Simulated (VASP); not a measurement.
# SnS (Pnma) in VASP: further runs

Runs on SnS. Level: PBE. Tasks: single point.

Program: VASP 6.6.1. These are calculated values, not measurements. Logs are shortened: lines on timing, memory, paths and dates and some standing lists are left out, and cuts for length are marked.

### 1 The cell of the first run

Symmetry: Pnma, No. 62, orthorhombic system. The conventional cell has a = 11.306 Å, b = 4.020 Å, c = 4.377 Å, α = 90.00°, β = 90.00°, γ = 90.00°. Within 3.6 Å of Sn (site symmetry m) lie 6 S at 2.65 to 3.41 Å and 2 Sn at 3.54 Å. Within 3.5 Å of S (site symmetry m) lie 6 Sn at 2.65 to 3.41 Å.

### 2 Single point, PBE (24.87 Å³/atom)

INCAR reads:

```
PREC = Accurate
ENCUT = 500
EDIFF = 1E-6
ISMEAR = 0
SIGMA = 0.02
LREAL = F
LASPH = T
NELM = 120
ALGO = Normal
ISIF = 2
LWAVE = F
LCHARG = F
GGA = PE
NBANDS = 50
GGA_COMPAT = F
```

KPOINTS reads:

```
regular mesh
0
Gamma
  4 8 6
```

POSCAR reads:

```
SnS
1.0
   11.3061631480      0.0000000000      0.0000000000
    0.0000000000      4.0202046077      0.0000000000
    0.0000000000      0.0000000000      4.3771749000
Sn S
4 4
Direct
    0.1199841512      0.2500000000      0.1231059169
    0.3800158488      0.7500000000      0.6231059169
    0.6199841512      0.2500000000      0.3768940831
    0.8800158488      0.7500000000      0.8768940831
    0.8513008485      0.2500000000      0.4770034145
    0.6486991515      0.7500000000      0.9770034145
    0.3513008485      0.2500000000      0.0229965855
    0.1486991515      0.7500000000      0.5229965855
```

Potentials or basis: VASP PAW PBE potentials, release 64 (Sn_d, S).

Started as:

```
> cat potpaw_PBE.64/Sn_d/POTCAR potpaw_PBE.64/S/POTCAR > POTCAR
> mpirun -np 1 vasp_std > vasp.out
```

OUTCAR:

```text
PREC = Accurate
   ENCUT = 500
   EDIFF = 1E-6
   ISMEAR = 0
   LREAL = F
   LASPH = T
   NELM = 120
   ISIF = 2
   GGA = PE

 ion  position               nearest neighbor table
   1  0.120  0.250  0.123-   7 2.65   8 2.69   8 2.69   4 3.54   4 3.54
   2  0.380  0.750  0.623-   8 2.65   7 2.69   7 2.69   3 3.54   3 3.54
   3  0.620  0.250  0.377-   5 2.65   6 2.69   6 2.69   2 3.54   2 3.54
   4  0.880  0.750  0.877-   6 2.65   5 2.69   5 2.69   1 3.54   1 3.54
   5  0.851  0.250  0.477-   3 2.65   4 2.69   4 2.69
   6  0.649  0.750  0.977-   4 2.65   3 2.69   3 2.69
   7  0.351  0.250  0.023-   1 2.65   2 2.69   2 2.69
   8  0.149  0.750  0.523-   2 2.65   1 2.69   1 2.69

  LATTYP: Found a simple orthorhombic cell.
 ALAT       =     4.0202046077
 B/A-ratio  =     1.0887940608
 C/A-ratio  =     2.8123352544

  Lattice vectors:

 A1 = (   0.0000000000,   4.0202046077,   0.0000000000)
 A2 = (   0.0000000000,   0.0000000000,   4.3771749000)
 A3 = (  11.3061631480,   0.0000000000,   0.0000000000)

Analysis of symmetry for initial positions (statically):
=====================================================================
 Subroutine PRICEL returns:
 Original cell was already a primitive cell.

 Routine SETGRP: Setting up the symmetry group for a
 simple orthorhombic supercell.

 Subroutine GETGRP returns: Found  8 space group operations
 (whereof  2 operations were pure point group operations)
 out of a pool of  8 trial point group operations.

The static configuration has the point symmetry S_2 .
 The point group associated with its full space group is D_2h.

Analysis of symmetry for dynamics (positions and initial velocities):
=====================================================================
 Subroutine PRICEL returns:
 Original cell was already a primitive cell.

 Routine SETGRP: Setting up the symmetry group for a
 simple orthorhombic supercell.

 Subroutine GETGRP returns: Found  8 space group operations
 (whereof  2 operations were pure point group operations)
 out of a pool of  8 trial point group operations.

The dynamic configuration has the point symmetry S_2 .
 The point group associated with its full space group is D_2h.

 Subroutine INISYM returns: Found  8 space group operations
 (whereof  2 operations are pure point group operations),
 and found     1 'primitive' translations

----------------------------------------------------------------------------------------

                                     Primitive cell

  volume of cell :     198.9561

  direct lattice vectors                    reciprocal lattice vectors
    11.306163148  0.000000000  0.000000000     0.088447335  0.000000000  0.000000000
     0.000000000  4.020204608  0.000000000     0.000000000  0.248743558  0.000000000
     0.000000000  0.000000000  4.377174900     0.000000000  0.000000000  0.228457858

  length of vectors
    11.306163148  4.020204608  4.377174900     0.088447335  0.248743558  0.228457858

  position of ions in fractional coordinates (direct lattice)
     0.119984151  0.250000000  0.123105917
     0.380015849  0.750000000  0.623105917
     0.619984151  0.250000000  0.376894083
     0.880015849  0.750000000  0.876894083
     0.851300849  0.250000000  0.477003414
     0.648699151  0.750000000  0.977003414
     0.351300849  0.250000000  0.022996586
     0.148699151  0.750000000  0.522996586

  ion indices of the primitive-cell ions
   primitive index   ion index
                 1           1
                 2           2
                 3           3
                 4           4
                 5           5
                 6           6
                 7           7
                 8           8

----------------------------------------------------------------------------------------

 KPOINTS: regular mesh

Automatic generation of k-mesh.
 Grid dimensions read from file:
 generate k-points for:    4    8    6

 Generating k-lattice:

  Cartesian coordinates                     Fractional coordinates (reciprocal lattice)
     0.022111834  0.000000000  0.000000000     0.250000000  0.000000000  0.000000000
     0.000000000  0.031092945  0.000000000     0.000000000  0.125000000  0.000000000
     0.000000000  0.000000000  0.038076310     0.000000000  0.000000000  0.166666667

  Length of vectors
     0.022111834  0.031092945  0.038076310

  Shift w.r.t. Gamma in fractional coordinates (k-lattice)
     0.000000000  0.000000000  0.000000000

 Subroutine IBZKPT returns following result:
 ===========================================

 Found     60 irreducible k-points:

 Following reciprocal coordinates:
            Coordinates               Weight
  0.000000  0.000000  0.000000      1.000000
  0.250000  0.000000  0.000000      2.000000
  0.500000  0.000000  0.000000      1.000000
  0.000000  0.125000  0.000000      2.000000
  0.250000  0.125000  0.000000      4.000000
  0.500000  0.125000  0.000000      2.000000
[... 16 lines left out ...]
  0.250000  0.250000  0.166667      8.000000
  0.500000  0.250000  0.166667      4.000000
 [... further k-points ...]
   k-points           NKPTS =     60   k-points in BZ     NKDIM =     60   number of bands    NBANDS=     50
   number of dos      NEDOS =    301   number of ions     NIONS =      8
   total plane-waves  NPLWV =  80640
   dimension x,y,z NGX =    84 NGY =   30 NGZ =   32
   dimension x,y,z NGXF=   168 NGYF=   60 NGZF=   64
   ions per type =               4   4
   NGX,Y,Z   is equivalent  to a cutoff of  12.35, 12.41, 12.15 a.u.
   NGXF,Y,Z  is equivalent  to a cutoff of  24.70, 24.81, 24.31 a.u.
 SYSTEM =  unknown system
   PREC   = accura    normal or accurate (medium, high low for compatibility)
   ISTART =      0    job   : 0-new  1-cont  2-samecut
   ICHARG =      2    charge: 1-file 2-atom 10-const
   ISPIN  =      1    spin polarized calculation?
   LNONCOLLINEAR =      F non collinear calculations
   LSORBIT =      F    spin-orbit coupling
   LASPH  =      T    aspherical Exc in radial PAW
   ENCUT  =  500.0 eV  36.75 Ry    6.06 a.u.  20.61  7.33  7.98*2*pi/ulx,y,z
   NELM   =    120;   NELMIN=  2; NELMDL= -5     # of ELM steps
   EDIFF  = 0.1E-05   stopping-criterion for ELM
   LREAL  =      F    real-space projection
   EDIFFG = 0.1E-04   stopping-criterion for IOM
   NSW    =      0    number of steps for IOM
   IBRION =     -1    ionic relax: 0-MD 1-quasi-New 2-CG
   NFREE  =      0    steps in history (QN), initial steepest desc. (CG)
   ISIF   =      2    stress and relaxation
   ISYM   =      2    0-nonsym 1-usesym 2-fastsym
   POTIM  = 0.5000    time-step for ionic-motion
   TEBEG  =    0.0;   TEEND  =   0.0 temperature during run
   PSTRESS=    0.0 pullay stress
   NELECT =      80.0000    total number of electrons
   NUPDOWN=      -1.0000    fix difference up-down
   EMIN   =  10.00;   EMAX   =-10.00  energy-range for DOS
   EFERMI =   0.00;   METHOD = LEGACY
   ISMEAR =     0;   SIGMA  =   0.02  broadening in eV -4-tet -1-fermi 0-gaus
   EFERMI_NEDOS =   21; number of points for ismear=-14 and -15
   IALGO  =     38    algorithm
   IMIX   =      4    mixing-type and parameters
     AMIX     =   0.40;   BMIX     =  1.00
     AMIX_MAG =   1.60;   BMIX_MAG =  1.00
  volume/ion in A,a.u.               =      24.87       167.83
  Fermi-wavevector in a.u.,A,eV,Ry     =   1.208330  2.283413 19.865356  1.460063
  Thomas-Fermi vector in A             =   2.343941
   LORBIT       =      0    0 simple, 1 ext, 2 COOP (PROOUT), +10 PAW based schemes
   GGA     = PE    functional components
   LHFCALC =     F    Hartree Fock is set to
   AEXX    =    0.0000 exact exchange contribution
   IVDW    =     0    specifies the selected vdW correction
   LEPSILON=     F    determine dielectric tensor
   LRPA    =     F    only Hartree local field effects (RPA)
 non-spin polarized calculation
 Gauss-broadening in eV      SIGMA  =   0.02
  energy-cutoff  :      500.00
  volume of cell :      198.96
 maximum number of plane-waves:      5092
 NGX is ok and might be reduce to    84
   NGX = 41   NGY = 15   NGZ = 15

 number of electron      80.0000018 magnetization

 Free energy of the ion-electron system (eV)
  ---------------------------------------------------
  ext. energy  EPLUGINS =         0.00000000
  ---------------------------------------------------
  free energy    TOTEN  =       -35.44823097 eV

  energy without entropy =      -35.44823097  energy(sigma->0) =      -35.44823097

 E-fermi :   5.9281     XC(G=0):  -9.7160

 val. band max:        5.7750762525   @ k =   0.5000   0.0000   0.5000
 cond. band min:       6.7823520188   @ k =   0.0000   0.3750   0.0000
 fundamental gap:      1.0072757663
 Fermi energy:         5.9280881441

 k-point     1 :       0.0000    0.0000    0.0000
  band No.  band energies     occupation
      1     -15.3913      2.00000
      2     -15.3788      2.00000
      3     -15.3734      2.00000
      4     -15.3687      2.00000
      5     -15.3647      2.00000
      6     -15.3599      2.00000
[... 42 lines left out ...]
     49      10.8306      0.00000
     50      11.1220      0.00000

 k-point     2 :       0.2500    0.0000    0.0000
  band No.  band energies     occupation
      1     -15.3898      2.00000
      2     -15.3811      2.00000
      3     -15.3726      2.00000
      4     -15.3694      2.00000
      5     -15.3644      2.00000
      6     -15.3619      2.00000
[... 42 lines left out ...]
     49      10.9826      0.00000
     50      11.2051      0.00000

 k-point     3 :       0.5000    0.0000    0.0000
  band No.  band energies     occupation
      1     -15.3858      2.00000
      2     -15.3858      2.00000
      3     -15.3709      2.00000
      4     -15.3709      2.00000
      5     -15.3635      2.00000
      6     -15.3635      2.00000
[... 1102 lines left out ...]
     49      10.1919      0.00000
     50      10.6411      0.00000

 k-point    24 :       0.5000    0.2500    0.1667
  band No.  band energies     occupation
      1     -15.3777      2.00000
      2     -15.3777      2.00000
      3     -15.3718      2.00000
      4     -15.3718      2.00000
      5     -15.3628      2.00000
      6     -15.3628      2.00000
[... 42 lines left out ...]
     49      10.3066      0.00000
     50      10.3066      0.00000

 [... further k-points ...]
[... 5 lines left out ...]
  --------------------------------------------------------------------------------------
  -------------------------------------------------------------------------------------
  Total        0.9514880      0.8216279      0.8945872      0.0000000      0.0000000      0.0000000
  in kB        7.6622548      6.6165022      7.2040377      0.0000000      0.0000000      0.0000000
  external PRESSURE =       7.1609316 kB  Pullay stress =       0.0000000 kB

 VOLUME and BASIS-vectors are now :
 -----------------------------------------------------------------------------
  energy-cutoff  :      500.00
  volume of cell :      198.96
      direct lattice vectors                 reciprocal lattice vectors
    11.306163148  0.000000000  0.000000000     0.088447335  0.000000000  0.000000000
     0.000000000  4.020204608  0.000000000     0.000000000  0.248743558  0.000000000
     0.000000000  0.000000000  4.377174900     0.000000000  0.000000000  0.228457858

 POSITION                                       TOTAL-FORCE (eV/Angst)
 -----------------------------------------------------------------------------------
      1.35656      1.00505      0.53886        -0.002568     -0.000000     -0.006671
      4.29652      3.01515      2.72744         0.002568      0.000000     -0.006671
      7.00964      1.00505      1.64973        -0.002568      0.000000      0.006671
      9.94960      3.01515      3.83832         0.002568      0.000000      0.006671
      9.62495      1.00505      2.08793         0.005101     -0.000000     -0.008203
      7.33430      3.01515      4.27651        -0.005101     -0.000000     -0.008203
      3.97186      1.00505      0.10066         0.005101      0.000000      0.008203
      1.68122      3.01515      2.28925        -0.005101     -0.000000      0.008203
 -----------------------------------------------------------------------------------
    total drift:                                0.000000      0.000000      0.000000

  FREE ENERGIE OF THE ION-ELECTRON SYSTEM (eV)
  ---------------------------------------------------
  free  energy   TOTEN  =       -35.4482309677 eV

  energy  without entropy=      -35.4482309677  energy(sigma->0) =      -35.44823097
```

It took 7.6 min on 1 thread of Intel Xeon Platinum 8259CL at 2.50GHz (Skylake/Cascade Lake), shared host; peak memory 0.53 GiB.

Results:

```
Free energy            : -35.4482 eV
Pressure               : 0.7 GPa
Largest force          : 0.010 eV/Å
Band gap on the k mesh : 1.01 eV (least direct gap 1.29 eV)
```

Forces in eV/Å, atoms in the order of the input:
```
Sn  -0.003  0.000 -0.007
Sn   0.003  0.000 -0.007
Sn  -0.003  0.000  0.007
Sn   0.003  0.000  0.007
S    0.005  0.000 -0.008
S   -0.005  0.000 -0.008
S    0.005  0.000  0.008
S   -0.005  0.000  0.008
```

Stress tensor (GPa, compression positive):
```
0.77 0.00 0.00
0.00 0.66 0.00
0.00 0.00 0.72
```

Levels at points of the mesh, in eV from the valence-band top:
| k point | band 36 | band 37 | band 38 | band 39 | band 40 | band 41 | band 42 | band 43 | band 44 | band 45 |
| --- | --- | --- | --- | --- | --- | --- | --- | --- | --- | --- |
| (0.00, 0.00, 0.00) | -1.96 | -1.75 | -1.06 | -0.67 | -0.45 | 1.09 | 3.09 | 3.09 | 3.09 | 3.45 |
| (0.50, 0.00, 0.00) | -2.08 | -1.95 | -1.95 | -0.52 | -0.52 | 2.74 | 2.74 | 2.84 | 2.84 | 4.12 |
| (0.00, 0.50, 0.00) | -1.89 | -0.87 | -0.87 | -0.81 | -0.81 | 1.40 | 1.40 | 1.68 | 1.68 | 2.31 |
| (0.50, 0.50, 0.00) | -2.22 | -0.94 | -0.94 | -0.94 | -0.94 | 1.72 | 1.72 | 1.72 | 1.72 | 2.72 |
| (0.00, 0.00, 0.50) | -1.63 | -0.81 | -0.81 | -0.03 | -0.03 | 1.58 | 1.58 | 2.03 | 2.03 | 2.34 |
| (0.50, 0.00, 0.50) | -2.00 | -0.62 | -0.62 | 0.00 | 0.00 | 1.55 | 1.55 | 2.02 | 2.02 | 2.38 |
| (0.00, 0.50, 0.50) | -3.15 | -2.22 | -2.22 | -1.30 | -1.30 | 2.89 | 2.89 | 3.09 | 3.09 | 4.65 |
| (0.50, 0.50, 0.50) | -3.65 | -1.51 | -1.51 | -1.51 | -1.51 | 2.78 | 2.78 | 2.78 | 2.78 | 4.57 |

Caveat: spin-orbit coupling is left out, which moves the levels of the heavy elements.

(Part 1 of 2 ends here.)
